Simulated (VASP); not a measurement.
Mn, 2 atoms in the cell. It takes space group Fd-3m (No. 227, cubic). Conventional cell: a = 5.325 Å, b = 5.325 Å, c = 5.325 Å, α = 90.00°, β = 90.00°, γ = 90.00°. Mn (site symmetry -43m) has 4 Mn at 2.31 Å within 3.0 Å.  This cell differs from its parent crystal: volume scaled by 1.04.

```yaml
Program: VASP 6.6.1
Task: single point
Functional: revPBE
Potentials_or_basis: VASP PAW PBE potentials, release 64 (Mn_pv)
Cutoff: 520 eV
k_mesh: 12 × 12 × 12
Occupations: fermi-dirac, width 0.05 eV
Spin: collinear spin, antiferromagnetic start
Starting_moments: "[2.48, -2.48] μB"
Dipole_correction: no
Further_INCAR_settings: ALGO = Normal; EDIFF = 1e-07; NBANDS = 24
```

Potentials or basis: VASP PAW PBE potentials, release 64 (Mn_pv).

Command:

```bash
$ cat potpaw_PBE.64/Mn_pv/POTCAR > POTCAR
$ mpirun -np 1 vasp_std > vasp.out
```

Hardware: 1 thread of Intel(R) Xeon(R) Platinum 8488C (Sapphire Rapids), with other jobs on the host.

Q: How long does it take, and how much memory?

A: Wall time 87 s on 1 thread of Intel(R) Xeon(R) Platinum 8488C (Sapphire Rapids) (shared host), peak memory 0.22 GiB. Counts: scf iterations 16, k points 72.
